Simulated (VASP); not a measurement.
**Ni: single point with r2SCAN**

Ni:

```
CELL_PARAMETERS angstrom
2.22927 0.00000 0.00000
0.00000 2.22927 0.00000
0.00000 0.00000 2.22927
ATOMIC_POSITIONS crystal
Ni 0.00000 0.00000 0.00000
```

This isn't the form of Ni at room conditions, which is fcc.

| Item | Value |
| --- | --- |
| Program | VASP 6.6.1 |
| Task | single point |
| Functional | r2SCAN |
| Potentials or basis | VASP PAW PBE potentials, release 64 (Ni) |
| Cutoff | 520 eV |
| k mesh | 15 × 15 × 15 |
| Occupations | fermi-dirac, width 0.1 eV |
| Spin | no spin polarisation |

The pressure is 17.2 GPa. The band gap on the k mesh is zero (bands 5 and 6 overlap by 1.56 eV).

Levels at points of the mesh, in eV from the Fermi level:
```tsv
k point	band 1	band 2	band 3	band 4	band 5	band 6	band 7	band 8	band 9	band 10
(0.00, 0.00, 0.00)	-8.99	-3.97	-3.97	0.04	0.04	0.04	22.15	22.15	22.15	26.09
```

It took 74 s on 1 thread of Intel Xeon 8259CL, on a shared host, peak memory 0.13 GiB.

Caveat: the cell stands under pressure; the PAW data sets were made with another functional, which shifts forces and pressure a little; the run has no spin polarisation, though such a crystal can be magnetic. Spin polarisation is off, so any magnetic state and its effect on volume and gap are missing.
